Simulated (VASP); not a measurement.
Here is a VASP 6.6.1 calculation.

File INCAR:

```
SYSTEM = ReP
PREC = Accurate
ENCUT = 560
EDIFF = 1E-6
ISMEAR = 0
SIGMA = 0.05
LREAL = .False.
LASPH = .True.
NELM = 120
ALGO = Normal
ISIF = 2
LWAVE = .False.
LCHARG = .False.
NBANDS = 17
GGA_COMPAT = .False.
```

The input KPOINTS:

```
regular mesh
0
Gamma
  12 12 12
  0 0 0
```

File POSCAR:

```
ReP
1.0
    0.0000000000      2.4579799456      2.4579799456
    2.4579799456      0.0000000000      2.4579799456
    2.4579799456      2.4579799456      0.0000000000
Re P
1 1
Direct
    0.5000000000      0.5000000000      0.5000000000
    0.0000000000      0.0000000000      0.0000000000
```

Potentials or basis: VASP PAW LDA potentials, release 64 (Re_sv_GW, P).

Launch:

```console
$ cat potpaw_LDA.64/Re_sv_GW/POTCAR potpaw_LDA.64/P/POTCAR > POTCAR
$ mpirun -np 1 vasp_std > vasp.out
```

Predict the band gap on the k mesh.

zero (bands 10 and 11 overlap by 0.80 eV).

What does it give for the pressure?

-10.2 GPa.

Caveat: the cell stands under tension; spin-orbit coupling is left out, which moves the levels of the heavy elements.
